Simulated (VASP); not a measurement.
Runs of VASP 6.6.1 on Ti. The structure is that of space group Fd-3m (No. 227), or close to it. The cells are those of the table. This isn't the form of Ti at room conditions, which is hcp.

| task | cell | gap on the mesh (eV) | pressure (GPa) |
| --- | --- | --- | --- |
| single point | a = 3.561 Å, angles 60.0°, 2 atoms | none | 21.2 |
| relaxation of cell and atoms | relaxed to 40 GPa from a = 4.016 Å, angles 60.0°, 2 atoms | none | 40.0 |
| relaxation of cell and atoms | relaxed from a = 4.016 Å, angles 60.0°, 2 atoms | none | 0.0 |
| relaxation of cell and atoms | relaxed to 20 GPa from a = 4.016 Å, angles 60.0°, 2 atoms | none | 20.0 |
| single point | a = 3.987 Å, angles 60.0°, 2 atoms | none | (a) |

Alike in all rows: level PBE; potentials or basis VASP PAW PBE potentials, release 64 (Ti_sv); no spin polarisation; k mesh 6 × 6 × 6; cutoff (eV) 500; smearing fermi-dirac 0.05 eV.

Question: Estimate the missing entries.

Answer: (a) 0.1.

Caveats: some runs use coarse meshes; the cell is relaxed towards a set pressure, so the run minimises the enthalpy, not the energy (at least some runs); atoms lie so close that the PAW spheres overlap strongly, which falsifies energies and pressures (at least some runs).

A gap of «none» marks levels without a gap at the run's occupations.
